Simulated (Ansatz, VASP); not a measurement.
## One calculation of MgO, two programs

```
Mg O
1.0
     0.00000    2.10850    2.10850
     2.10850    0.00000    2.10850
     2.10850    2.10850    0.00000
Mg O
1 1
Direct
  0.00000 0.00000 0.00000
  0.50000 0.50000 0.50000
```

Alike in both runs: task single point; functional PBE; k mesh 9 × 9 × 9; no spin polarisation.

|  | VASP | Ansatz |
| --- | --- | --- |
| version | VASP 6.6.1 | Ansatz 0.2.0 |
| potentials or method | VASP PAW PBE potentials, release 64 (Mg, O) | plane waves, PAW |
| plane-wave cutoff (eV) | 600 | 420 |
| occupations | gaussian, width 0.01 eV | fixed |
| valence electrons in the cell | 8 | 16 |

|  | VASP | Ansatz | Ansatz less VASP |
| --- | --- | --- | --- |
| pressure (GPa) | 3.1 | 4.1 | +0.99 |

VASP's potentials hold 8 valence electrons a cell and Ansatz's 16, so a difference there can come from the potentials and not from the codes.
